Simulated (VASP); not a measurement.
Rh, 1 atom in the cell. Symmetry: Fm-3m, No. 225, cubic system. The conventional cell has a = 3.677 Å, b = 3.677 Å, c = 3.677 Å, α = 90.00°, β = 90.00°, γ = 90.00°. Rh (site symmetry m-3m) has 12 Rh at 2.60 Å within 3.4 Å. 

```yaml
Program: VASP 6.6.1
Task: single point
Functional: LDA
Potentials_or_basis: VASP PAW LDA potentials, release 64 (Rh_pv)
Cutoff: 500 eV
k_mesh: 17 × 17 × 17
Occupations: fermi-dirac, width 0.05 eV
Spin: no spin polarisation
Dipole_correction: no
Further_INCAR_settings: ALGO = Normal; EDIFF = 1e-06; NBANDS = 14
```

Potentials or basis: VASP PAW LDA potentials, release 64 (Rh_pv).

Run with:

```bash
$ cat potpaw_LDA.64/Rh_pv/POTCAR > POTCAR
$ mpirun -np 1 vasp_std > vasp.out
```

Hardware: 1 thread of Intel Xeon 8259CL, with other jobs on the host.

Task: Estimate the wall time of this run.

Result: Run time: 34 s on 1 thread of Intel Xeon 8259CL, on a shared host, peak memory 0.14 GiB. Counts: scf iterations 11, k points 165.
